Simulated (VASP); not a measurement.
# La2O3 (P-1) in VASP: single point with PBE

Aim: the single point of La2O3 with PBE.

Program: VASP 6.6.1. These are calculated values, not measurements. Logs are shortened: lines on timing, memory, paths and dates and some standing lists are left out, and cuts for length are marked.

**1. The cell of the first run**

The typed cell holds 5 atoms: a = 3.936 Å, b = 4.009 Å, c = 6.126 Å, α = 90.00°, β = 90.00°, γ = 121.84°.

**2. Single point, PBE (shear xy strain -4.3%)**

The input, INCAR:

```
SYSTEM = La2O3
PREC = Accurate
ENCUT = 600
EDIFF = 1E-6
ISMEAR = -1
SIGMA = 0.02
LREAL = .FALSE.
LASPH = .TRUE.
NELM = 200
ALGO = Normal
ISIF = 2
LWAVE = .FALSE.
LCHARG = .FALSE.
GGA = PE
NBANDS = 28
GGA_COMPAT = .FALSE.
LMAXMIX = 6
```

The input, KPOINTS:

```
Automatic mesh
0
G
  12 12 4
  0 0 0
```

The input, POSCAR:

```
La2O3
1.0
    3.9351015410     -0.0849981933      0.0000000000
   -2.0411613652      3.4503969976      0.0000000000
    0.0000000000      0.0000000000      6.1262271606
La O
2 3
Direct
    0.6580433991      0.3333382381      0.7537099431
    0.3419566009      0.6666617619      0.2462900569
    0.6628661554      0.3330022044      0.3538556718
    0.3371338446      0.6669977956      0.6461443282
    0.0000000000      0.0000000000      0.0000000000
```

Potentials or basis: VASP PAW PBE potentials, release 64 (La, O).

The run is started by

```bash
$ cat potpaw_PBE.64/La/POTCAR potpaw_PBE.64/O/POTCAR > POTCAR
$ mpirun -np 1 vasp_std > vasp.out
```

OUTCAR:

```text
SYSTEM = La2O3
   PREC = Accurate
   ENCUT = 600
   EDIFF = 1E-6
   ISMEAR = -1
   LREAL = .FALSE.
   LASPH = .TRUE.
   NELM = 200
   ISIF = 2
   GGA = PE

 ion  position               nearest neighbor table
   1  0.658  0.333  0.754-   4 2.37   4 2.37   4 2.37   3 2.45   5 2.67   5 2.73   5 2.79
   2  0.342  0.667  0.246-   3 2.37   3 2.37   3 2.37   4 2.45   5 2.67   5 2.73   5 2.79
   3  0.663  0.333  0.354-   2 2.37   2 2.37   2 2.37   1 2.45
   4  0.337  0.667  0.646-   1 2.37   1 2.37   1 2.37   2 2.45
   5  0.000  0.000  0.000-   1 2.67   2 2.67   1 2.73   2 2.73   1 2.79   2 2.79

  LATTYP: Found a simple monoclinic cell.
 ALAT       =     3.8617248091
 B/A-ratio  =     1.5863966138
 C/A-ratio  =     1.0192387104
 COS(beta)  =    -0.4715050760

  Lattice vectors:

 A1 = (   1.8939401758,   3.3653988043,   0.0000000000)
 A2 = (   0.0000000000,   0.0000000000,  -6.1262271606)
 A3 = (  -3.9351015410,   0.0849981933,   0.0000000000)

Analysis of symmetry for initial positions (statically):
=====================================================================
 Subroutine PRICEL returns:
 Original cell was already a primitive cell.

 Routine SETGRP: Setting up the symmetry group for a
 simple monoclinic supercell.

 Subroutine GETGRP returns: Found  2 space group operations
 (whereof  2 operations were pure point group operations)
 out of a pool of  4 trial point group operations.

The static configuration has the point symmetry S_2 .

Analysis of symmetry for dynamics (positions and initial velocities):
=====================================================================
 Subroutine PRICEL returns:
 Original cell was already a primitive cell.

 Routine SETGRP: Setting up the symmetry group for a
 simple monoclinic supercell.

 Subroutine GETGRP returns: Found  2 space group operations
 (whereof  2 operations were pure point group operations)
 out of a pool of  4 trial point group operations.

The dynamic configuration has the point symmetry S_2 .

 Subroutine INISYM returns: Found  2 space group operations
 (whereof  2 operations are pure point group operations),
 and found     1 'primitive' translations

----------------------------------------------------------------------------------------

                                     Primitive cell

  volume of cell :      82.1170

  direct lattice vectors                    reciprocal lattice vectors
     3.935101541 -0.084998193  0.000000000     0.257412256  0.152278115  0.000000000
    -2.041161365  3.450396998  0.000000000     0.006341177  0.293572990  0.000000000
     0.000000000  0.000000000  6.126227161     0.000000000  0.000000000  0.163232602

  length of vectors
     3.936019414  4.008937410  6.126227161     0.299081417  0.293641467  0.163232602

  position of ions in fractional coordinates (direct lattice)
     0.658043399  0.333338238  0.753709943
     0.341956601  0.666661762  0.246290057
     0.662866155  0.333002204  0.353855672
     0.337133845  0.666997796  0.646144328
     0.000000000  0.000000000  0.000000000

  ion indices of the primitive-cell ions
   primitive index   ion index
                 1           1
                 2           2
                 3           3
                 4           4
                 5           5

----------------------------------------------------------------------------------------

 KPOINTS: Automatic mesh

Automatic generation of k-mesh.
 Grid dimensions read from file:
 generate k-points for:   12   12    4

 Generating k-lattice:

  Cartesian coordinates                     Fractional coordinates (reciprocal lattice)
     0.021451021  0.012689843  0.000000000     0.083333333  0.000000000  0.000000000
     0.000528431  0.024464416  0.000000000    -0.000000000  0.083333333  0.000000000
     0.000000000  0.000000000  0.040808151     0.000000000  0.000000000  0.250000000

  Length of vectors
     0.024923451  0.024470122  0.040808151

  Shift w.r.t. Gamma in fractional coordinates (k-lattice)
     0.000000000  0.000000000  0.000000000

 Subroutine IBZKPT returns following result:
 ===========================================

 Found    292 irreducible k-points:

 Following reciprocal coordinates:
            Coordinates               Weight
  0.000000  0.000000  0.000000      1.000000
  0.083333  0.000000  0.000000      2.000000
  0.166667  0.000000  0.000000      2.000000
  0.250000  0.000000  0.000000      2.000000
  0.333333  0.000000  0.000000      2.000000
  0.416667  0.000000  0.000000      2.000000
[... 16 lines left out ...]
  0.250000  0.166667  0.000000      2.000000
  0.333333  0.166667  0.000000      2.000000
 [... further k-points ...]
   k-points           NKPTS =    292   k-points in BZ     NKDIM =    292   number of bands    NBANDS=     28
   number of dos      NEDOS =    301   number of ions     NIONS =      5
   total plane-waves  NPLWV =  51200
   dimension x,y,z NGX =    32 NGY =   32 NGZ =   50
   dimension x,y,z NGXF=    64 NGYF=   64 NGZF=  100
   ions per type =               2   3
   NGX,Y,Z   is equivalent  to a cutoff of  13.52, 13.27, 13.57 a.u.
   NGXF,Y,Z  is equivalent  to a cutoff of  27.03, 26.54, 27.14 a.u.
 SYSTEM =  La2O3
   PREC   = accura    normal or accurate (medium, high low for compatibility)
   ISTART =      0    job   : 0-new  1-cont  2-samecut
   ICHARG =      2    charge: 1-file 2-atom 10-const
   ISPIN  =      1    spin polarized calculation?
   LNONCOLLINEAR =      F non collinear calculations
   LSORBIT =      F    spin-orbit coupling
   LASPH  =      T    aspherical Exc in radial PAW
   ENCUT  =  600.0 eV  44.10 Ry    6.64 a.u.   7.86  8.01 12.24*2*pi/ulx,y,z
   NELM   =    200;   NELMIN=  2; NELMDL= -5     # of ELM steps
   EDIFF  = 0.1E-05   stopping-criterion for ELM
   LREAL  =      F    real-space projection
   EDIFFG = 0.1E-04   stopping-criterion for IOM
   NSW    =      0    number of steps for IOM
   IBRION =     -1    ionic relax: 0-MD 1-quasi-New 2-CG
   NFREE  =      0    steps in history (QN), initial steepest desc. (CG)
   ISIF   =      2    stress and relaxation
   ISYM   =      2    0-nonsym 1-usesym 2-fastsym
   POTIM  = 0.5000    time-step for ionic-motion
   TEBEG  =    0.0;   TEEND  =   0.0 temperature during run
   PSTRESS=    0.0 pullay stress
   NELECT =      40.0000    total number of electrons
   NUPDOWN=      -1.0000    fix difference up-down
   EMIN   =  10.00;   EMAX   =-10.00  energy-range for DOS
   EFERMI =   0.00;   METHOD = LEGACY
   ISMEAR =    -1;   SIGMA  =   0.02  broadening in eV -4-tet -1-fermi 0-gaus
   EFERMI_NEDOS =   21; number of points for ismear=-14 and -15
   IALGO  =     38    algorithm
   IMIX   =      4    mixing-type and parameters
     AMIX     =   0.40;   BMIX     =  1.00
     AMIX_MAG =   1.60;   BMIX_MAG =  1.00
  volume/ion in A,a.u.               =      16.42       110.83
  Fermi-wavevector in a.u.,A,eV,Ry     =   1.288103  2.434161 22.574905  1.659209
  Thomas-Fermi vector in A             =   2.420077
   LORBIT       =      0    0 simple, 1 ext, 2 COOP (PROOUT), +10 PAW based schemes
   GGA     = PE    functional components
   LHFCALC =     F    Hartree Fock is set to
   AEXX    =    0.0000 exact exchange contribution
   IVDW    =     0    specifies the selected vdW correction
   LEPSILON=     F    determine dielectric tensor
   LRPA    =     F    only Hartree local field effects (RPA)
 non-spin polarized calculation
  energy-cutoff  :      600.00
  volume of cell :       82.12
 maximum number of plane-waves:      2762
   NGX = 15   NGY = 17   NGZ = 25

 number of electron      40.0000004 magnetization

 Free energy of the ion-electron system (eV)
  ---------------------------------------------------
  ext. energy  EPLUGINS =         0.00000000
  ---------------------------------------------------
  free energy    TOTEN  =       -41.80911106 eV

  energy without entropy =      -41.80911106  energy(sigma->0) =      -41.80911106

 E-fermi :   6.4037     XC(G=0): -10.4527

 val. band max:        5.9908315314   @ k =   0.2500   0.2500   0.5000
 cond. band min:       9.7401427146   @ k =   0.5000   0.5000   0.0000
 fundamental gap:      3.7493111831
 Fermi energy:         6.4037478993

 k-point     1 :       0.0000    0.0000    0.0000
  band No.  band energies     occupation
      1     -23.8978      2.00000
      2     -23.6605      2.00000
      3     -10.9804      2.00000
      4      -9.7357      2.00000
      5      -9.3068      2.00000
      6      -7.4098      2.00000
[... 20 lines left out ...]
     27      11.3138      0.00000
     28      11.4795      0.00000

 k-point     2 :       0.0833    0.0000    0.0000
  band No.  band energies     occupation
      1     -23.8852      2.00000
      2     -23.6548      2.00000
      3     -10.9742      2.00000
      4      -9.8651      2.00000
      5      -9.4144      2.00000
      6      -7.4329      2.00000
[... 20 lines left out ...]
     27      11.3606      0.00000
     28      11.5102      0.00000

 k-point     3 :       0.1667    0.0000    0.0000
  band No.  band energies     occupation
      1     -23.8500      2.00000
      2     -23.6397      2.00000
      3     -10.9782      2.00000
      4     -10.1734      2.00000
      5      -9.6229      2.00000
      6      -7.5092      2.00000
[... 20 lines left out ...]
     27      11.4207      0.00000
     28      11.4872      0.00000

 k-point     4 :       0.2500    0.0000    0.0000
  band No.  band energies     occupation
      1     -23.7993      2.00000
      2     -23.6209      2.00000
      3     -11.0401      2.00000
      4     -10.5444      2.00000
      5      -9.7255      2.00000
      6      -7.6094      2.00000
[... 20 lines left out ...]
     27      11.4012      0.00000
     28      11.4248      0.00000

 k-point     5 :       0.3333    0.0000    0.0000
  band No.  band energies     occupation
      1     -23.7442      2.00000
      2     -23.6055      2.00000
      3     -11.1545      2.00000
      4     -10.8846      2.00000
      5      -9.6563      2.00000
      6      -7.7051      2.00000
[... 20 lines left out ...]
     27      11.3533      0.00000
     28      11.3734      0.00000

 k-point     6 :       0.4167    0.0000    0.0000
  band No.  band energies     occupation
      1     -23.6984      2.00000
      2     -23.5991      2.00000
      3     -11.2461      2.00000
      4     -11.1292      2.00000
      5      -9.5047      2.00000
      6      -7.8469      2.00000
[... 463 lines left out ...]
      5      -9.7121      2.00000
      6      -7.5404      2.00000
[... 20 lines left out ...]
     27      11.4181      0.00000
     28      11.4450      0.00000

 k-point    22 :       0.1667    0.1667    0.0000
  band No.  band energies     occupation
      1     -23.7734      2.00000
      2     -23.6135      2.00000
      3     -11.0942      2.00000
      4     -10.6887      2.00000
      5      -9.7782      2.00000
      6      -7.6792      2.00000
[... 20 lines left out ...]
     27      11.3688      0.00000
     28      11.4127      0.00000

 k-point    23 :       0.2500    0.1667    0.0000
  band No.  band energies     occupation
      1     -23.7236      2.00000
      2     -23.6026      2.00000
      3     -11.1980      2.00000
      4     -10.9443      2.00000
      5      -9.7532      2.00000
      6      -7.8182      2.00000
[... 20 lines left out ...]
     27      11.3089      0.00000
     28      11.3959      0.00000

 k-point    24 :       0.3333    0.1667    0.0000
  band No.  band energies     occupation
      1     -23.6819      2.00000
      2     -23.6010      2.00000
      3     -11.2654      2.00000
      4     -11.1414      2.00000
      5      -9.6923      2.00000
      6      -7.8887      2.00000
[... 20 lines left out ...]
     27      11.3071      0.00000
     28      11.3734      0.00000

 [... further k-points ...]

------------------------ aborting loop because EDIFF is reached ----------------------------------------

  FORCE on cell =-STRESS in cart. coord.  units (eV):
  Direction    XX          YY          ZZ          XY          YZ          ZX
  --------------------------------------------------------------------------------------
  -------------------------------------------------------------------------------------
  Total        0.4262220      0.4656583      0.5975122      0.9003590     -0.0321098      0.6867914
  in kB        8.3159821      9.0854196     11.6580090     17.5668272     -0.6264911     13.3999283
  external PRESSURE =       9.6864702 kB  Pullay stress =       0.0000000 kB

 VOLUME and BASIS-vectors are now :
 -----------------------------------------------------------------------------
  energy-cutoff  :      600.00
  volume of cell :       82.12
      direct lattice vectors                 reciprocal lattice vectors
     3.935101541 -0.084998193  0.000000000     0.257412256  0.152278115  0.000000000
    -2.041161365  3.450396998  0.000000000     0.006341177  0.293572990  0.000000000
     0.000000000  0.000000000  6.126227161     0.000000000  0.000000000  0.163232602

 POSITION                                       TOTAL-FORCE (eV/Angst)
 -----------------------------------------------------------------------------------
      1.90907      1.09422      4.61740        -0.003687     -0.000281     -0.043373
     -0.01513      2.27118      1.50883         0.003687      0.000281      0.043373
      1.92873      1.09265      2.16780         0.003905     -0.000187     -0.002790
     -0.03479      2.27275      3.95843        -0.003905      0.000187      0.002790
      0.00000      0.00000      0.00000        -0.000000     -0.000000      0.000000
 -----------------------------------------------------------------------------------
    total drift:                                0.000000     -0.000000     -0.000000

  FREE ENERGIE OF THE ION-ELECTRON SYSTEM (eV)
  ---------------------------------------------------
  free  energy   TOTEN  =       -41.8091110600 eV

  energy  without entropy=      -41.8091110599  energy(sigma->0) =      -41.80911106
```

It took 12 min on 1 thread of Oxide Virtual Turin-like, shared host; peak memory 0.78 GiB.

Results:

- Free energy: -41.8091 eV
- Pressure: 1.0 GPa
- Largest force: 0.044 eV/Å
- Band gap on the k mesh: 3.75 eV (least direct gap 3.98 eV)

Forces in eV/Å, atoms in the order of the input:
```
La  -0.004  0.000 -0.043
La   0.004  0.000  0.043
O    0.004  0.000 -0.003
O   -0.004  0.000  0.003
O    0.000  0.000  0.000
```

Levels at points of the mesh, in eV from the valence-band top:
```tsv
k point	band 18	band 19	band 20	band 21	band 22	band 23
(0.00, 0.00, 0.00)	-0.43	-0.43	-0.15	4.22	4.44	4.64
(0.50, 0.00, 0.00)	-0.65	-0.46	-0.28	3.85	4.69	5.06
(0.00, 0.50, 0.00)	-0.68	-0.49	-0.31	3.82	4.66	5.07
(0.50, 0.50, 0.00)	-0.72	-0.50	-0.39	3.75	4.62	5.11
(0.00, 0.00, 0.50)	-0.83	-0.36	-0.31	4.58	4.63	4.74
(0.50, 0.00, 0.50)	-0.76	-0.36	-0.05	4.35	4.64	4.96
(0.00, 0.50, 0.50)	-0.77	-0.39	-0.05	4.35	4.57	4.99
(0.50, 0.50, 0.50)	-0.76	-0.45	-0.04	4.33	4.49	5.02
```

Caveat: the cell differs from its parent crystal (shear xy strain -4.3%); spin-orbit coupling is left out, which moves the levels of the heavy elements. A k mesh can miss the band edges.
